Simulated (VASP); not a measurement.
# TiCo: single point with PBE

TiCo:

```
Ti Co
1.0
     2.92146    0.00000    0.00000
     0.00000    2.92146    0.00000
     0.00000    0.00000    2.92146
Ti Co
1 1
Direct
  0.00000 0.00000 0.00000
  0.50000 0.50000 0.50000
```

- Program: VASP 6.6.1
- Task: single point
- Functional: PBE
- Potentials or basis: VASP PAW PBE potentials, release 64 (Ti_sv, Co)
- Cutoff: 520 eV
- k mesh: 14 × 14 × 14
- Occupations: gaussian, width 0.1 eV
- Spin: collinear spin, ferromagnetic start
- Starting moments: [0.0, 1.03] μB

| Property | Result |
| --- | --- |
| Pressure | 11.1 GPa |
| Net moment | 0.72 μB per cell |
| Site moments | Ti +0.00; Co +0.75 μB |
| Valence electrons inside the program's atomic spheres | Ti 10.38; Co 8.41 |

Levels at points of the mesh, in eV from the Fermi level:
Spin up:
```csv
k point,band 7,band 8,band 9,band 10,band 11,band 12,band 13,band 14,band 15,band 16
"(0.00, 0.00, 0.00)",-4.46,-1.93,-1.93,-1.93,0.55,0.55,2.87,2.87,2.87,9.40
"(0.50, 0.00, 0.00)",-3.19,-2.03,-2.03,-1.52,-0.87,-0.41,0.65,0.65,2.36,4.19
"(0.50, 0.50, 0.00)",-2.89,-2.89,-1.39,-0.67,0.71,0.71,1.19,2.66,2.66,3.33
"(0.50, 0.50, 0.50)",-2.90,-2.31,-2.31,-2.31,-1.35,-1.35,3.42,3.42,7.48,8.84
```
Spin down:
```tsv
k point	band 7	band 8	band 9	band 10	band 11	band 12	band 13	band 14
(0.00, 0.00, 0.00)	-3.93	-1.49	-1.49	-1.49	1.02	1.02	2.98	2.98
(0.50, 0.00, 0.00)	-2.21	-1.57	-1.57	-1.02	-0.94	0.54	0.68	0.68
(0.50, 0.50, 0.00)	-2.55	-2.55	-0.17	0.20	0.71	0.71	1.33	2.83
(0.50, 0.50, 0.50)	-2.52	-2.29	-2.29	-2.29	-0.14	-0.14	3.39	3.39
```

It took 49 s on 1 thread of Intel(R) Xeon(R) 6975P-C (Granite Rapids), on a shared host, peak memory 0.22 GiB.
